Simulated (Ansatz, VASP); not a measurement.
## Al3GaN4 in VASP and in Ansatz

File INCAR:

```
SYSTEM = Al3GaN4
ALGO     = Normal         ! electronic algorithm
EDIFF    = 1E-7           ! SCF threshold, eV
ENCUT    = 520            ! plane-wave cutoff, eV
GGA      = PS             ! functional
ISIF     = 2              ! what is computed and relaxed
ISMEAR   = 0              ! smearing method
LASPH    = .True.         ! aspherical terms in the spheres
LCHARG   = .False.        ! write CHGCAR
LREAL    = .False.        ! projectors in reciprocal space
LWAVE    = .False.        ! write WAVECAR
NBANDS   = 31             ! bands
NELM     = 100            ! most SCF steps
PREC     = Accurate       ! precision mode
SIGMA    = 0.05           ! smearing width, eV
```

Contents of KPOINTS:

```
k-points
0
Gamma
  6 6 6
  0 0 0
```

File POSCAR:

```
Al3GaN4
1.0
    4.4069948390      0.0000000000      0.0000000000
    0.0000000000      4.4069948390      0.0000000000
    0.0000000000      0.0000000000      4.4069948390
Al Ga N
3 1 4
Direct
    0.5000000000      0.5000000000      0.0000000000
    0.5000000000      0.0000000000      0.5000000000
    0.0000000000      0.5000000000      0.5000000000
    0.0213881199      0.0213881199      0.0000000000
    0.7447077168      0.7447077168      0.2552922832
    0.7447077168      0.2552922832      0.7447077168
    0.2552922832      0.7447077168      0.7447077168
    0.2552922832      0.2552922832      0.2552922832
```

Input for Ansatz:

```yaml
crystal:
  lattice:
    - [4.406994839, 0.0, 0.0]
    - [0.0, 4.406994839, 0.0]
    - [0.0, 0.0, 4.406994839]
  atoms:
    - { symbol: Al, position: [0.5, 0.5, 0.0] }
    - { symbol: Al, position: [0.5, 0.0, 0.5] }
    - { symbol: Al, position: [0.0, 0.5, 0.5] }
    - { symbol: Ga, position: [0.0213881199, 0.0213881199, 0.0] }
    - { symbol: "N", position: [0.7447077168, 0.7447077168, 0.2552922832] }
    - { symbol: "N", position: [0.7447077168, 0.2552922832, 0.7447077168] }
    - { symbol: "N", position: [0.2552922832, 0.7447077168, 0.7447077168] }
    - { symbol: "N", position: [0.2552922832, 0.2552922832, 0.2552922832] }
basis:
  ecutwfc: 420
kpoints:
  mp_grid: { grid: [6, 6, 6] }
hamiltonian:
  xc: pbesol
scf:
  occupations: { method: gaussian, width: 0.05 }
output:
  forces: true
  stress: true
  eigenvalues: true
  write_density: true
  write_potential: true
  elf: true
  volumetric_format: npy
```

Alike in both runs: task single point; functional PBEsol; k mesh 6 × 6 × 6; occupations gaussian, width 0.05 eV; no spin polarisation.

```csv
,VASP,Ansatz
version,VASP 6.6.1,Ansatz 0.2.0
potentials or method,"VASP PAW PBE potentials, release 64 (Al, Ga_d, N), cutoff 520 eV","scalar-relativistic, plane waves, PAW"
valence electrons in the cell,42,42
```

|  | VASP | Ansatz | Ansatz less VASP |
| --- | --- | --- | --- |
| gap on the k mesh at the Fermi level (eV) | 2.77 | 2.78 | +0.005 |
| least direct gap on the mesh (eV) | 2.77 | 2.78 | +0.005 |
| pressure (GPa) | 0.5 | 0.6 | +0.08 |
| traceless stress, the component that is largest in VASP (GPa) | 1.65 | 1.69 | +0.040 |
| rms of the force components (eV/Å) | 0.605 | 0.612 | +0.0063 |

VASP's potentials were made for PBE, not for PBEsol. Atom by atom the forces differ by 0.008 eV/Å (rms over components).
